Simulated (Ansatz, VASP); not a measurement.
CsBr: VASP beside Ansatz

```xyz
2
Lattice="4.3893 0.0000 0.0000 0.0000 4.3893 0.0000 0.0000 0.0000 4.3893" Properties=species:S:1:pos:R:3 pbc="T T T"
Cs    0.0000    0.0000    0.0000
Br    2.1947    2.1947    2.1947
```

Alike in both runs: task single point; functional PBE; k mesh 7 × 7 × 7; occupations fermi-dirac, width 0.02 eV; no spin polarisation.

```csv
,VASP,Ansatz
version,VASP 6.6.1,Ansatz 0.2.0
potentials or method,"VASP PAW PBE potentials, release 64 (Cs_sv, Br), cutoff 500 eV","all-electron LAPW, scalar-relativistic"
```

VASP gave:

| Property | Result |
| --- | --- |
| gap on the k mesh at the Fermi level (eV) | 4.26 |
| pressure (GPa) | 0.0 |

Problem. Which values does Ansatz return?

Solution. gap on the k mesh at the Fermi level (eV): 4.27; pressure (GPa): 0.0.

Ansatz ran all-electron here, and VASP with PAW potentials.

Spin-orbit coupling is off throughout.
